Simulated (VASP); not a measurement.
Write the native input for VASP 6.6.1 that does the following.

```yaml
Task: single point
Functional: PBE
Potentials_or_basis: VASP PAW PBE potentials, release 64 (Mg_sv, O)
Cutoff: 840 eV
k_mesh: 9 × 9 × 9
Occupations: gaussian, width 0.01 eV
Spin: no spin polarisation
Dipole_correction: no
Further_INCAR_settings: ALGO = Normal; EDIFF = 1e-06; NBANDS = 15
```

The structure of MgO lies in POSCAR:

```
MgO
1.0
    0.0000000000      2.1080000000      2.1080000000
    2.1080000000      0.0000000000      2.1080000000
    2.1080000000      2.1080000000      0.0000000000
Mg O
1 1
Direct
    0.0000000000      0.0000000000      0.0000000000
    0.5000000000      0.5000000000      0.5000000000
```

These files were run (other wordings do the same):

INCAR

```
  PREC = Accurate
  ENCUT = 840
  EDIFF = 1E-6
  ISMEAR = 0
  SIGMA = 0.01
  LREAL = F
  LASPH = T
  NELM = 120
  ALGO = Normal
  ISIF = 2
  LWAVE = F
  LCHARG = F
  GGA = PE
  NBANDS = 15
  GGA_COMPAT = F
```

KPOINTS

```
regular mesh
0
Gamma
  9 9 9
```

Potentials or basis: VASP PAW PBE potentials, release 64 (Mg_sv, O).

The run is started by

```console
$ cat potpaw_PBE.64/Mg_sv/POTCAR potpaw_PBE.64/O/POTCAR > POTCAR
$ mpirun -np 1 vasp_std > vasp.out
```

Results of the run:

- Pressure: 4.3 GPa
- Band gap on the k mesh: 4.71 eV

Caveat: the cell stands under pressure.

Wall time 13 s on 1 thread of Intel(R) Xeon(R) Platinum 8375C CPU @ 2.90GHz (Ice Lake), with other jobs on the host, peak memory 0.16 GiB.
